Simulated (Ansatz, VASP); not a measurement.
Two plane-wave programs on CdS

The input INCAR:

```
PREC = Accurate ; ENCUT = 630
EDIFF = 1E-6 ; ISMEAR = -1
SIGMA = 0.05 ; LREAL = F
LASPH = T ; NELM = 120
ALGO = Normal ; ISIF = 2
LWAVE = F ; LCHARG = F
GGA = B5 ; ALDAX = 1.0
AGGAX = 1.0 ; AGGAC = 1.0
ALDAC = 0.0 ; NBANDS = 20
GGA_COMPAT = F
```

KPOINTS

```
regular mesh
0
Gamma
  7 7 5
```

File POSCAR:

```
CdS
1.0
    4.2611695877      0.0000000000      0.0000000000
   -2.1305847939      3.6902811128      0.0000000000
    0.0000000000      0.0000000000      5.8041729400
Cd S
1 1
Direct
    0.0000000000      0.0000000000      0.4426919200
    0.6666666667      0.3333333333      0.4343080800
```

The input input.yaml:

```yaml
crystal:
  lattice:
    - [4.2611695877, 0.0, 0.0]
    - [-2.1305847939, 3.6902811128, 0.0]
    - [0.0, 0.0, 5.80417294]
  atoms:
    - { symbol: Cd, position: [0.0, 0.0, 0.44269192] }
    - { symbol: S, position: [0.6666666667, 0.3333333333, 0.43430808] }
hamiltonian:
  xc: blyp
  pseudopotentials: { kind: paw }
kpoints:
  mp_grid: { grid: [7, 7, 5] }
  band_path:
    path:
      - [[0.0, 0.0, 0.0], [0.5, 0.0, 0.0], [0.3333333333, 0.3333333333, 0.0], [0.0, 0.0, 0.0], [0.0, 0.0, 0.5], [0.5, 0.0, 0.5], [0.3333333333, 0.3333333333, 0.5], [0.0, 0.0, 0.5]]
      - [[0.5, 0.0, 0.5], [0.5, 0.0, 0.0]]
      - [[0.3333333333, 0.3333333333, 0.0], [0.3333333333, 0.3333333333, 0.5]]
    npoints: 14
scf:
  occupations: { method: fermi_dirac, width: 0.05 }
  n_extra_bands: 6
output:
  forces: true
  stress: true
  eigenvalues: true
  fatbands: false
```

Alike in both runs: functional BLYP; k mesh 7 × 7 × 5; occupations fermi-dirac, width 0.05 eV; no spin polarisation.

|  | VASP | Ansatz |
| --- | --- | --- |
| version | VASP 6.6.1 | Ansatz 0.2.0 |
| potentials or method | VASP PAW PBE potentials, release 64 (Cd_sv_GW, S) | Ansatz PAW |
| plane-wave cutoff (eV) | 630 | 420 |
| valence electrons in the cell | 26 | 26 |
| task | single point | band structure |

|  | VASP | Ansatz | Ansatz less VASP |
| --- | --- | --- | --- |
| gap on the k mesh at the Fermi level (eV) | 1.37 | 1.35 | -0.021 |
| least direct gap on the mesh (eV) | 1.37 | 1.35 | -0.021 |
| pressure (GPa) | 1.1 | 1.1 | +0.03 |
| traceless stress, the component that is largest in VASP (GPa) | -1.00 | -0.96 | +0.041 |
| rms of the force components (eV/Å) | 0.005 | 0.005 | -0.0001 |

VASP's potentials were made for PBE, not for BLYP. Atom by atom the forces differ by 0.000 eV/Å (rms over components).
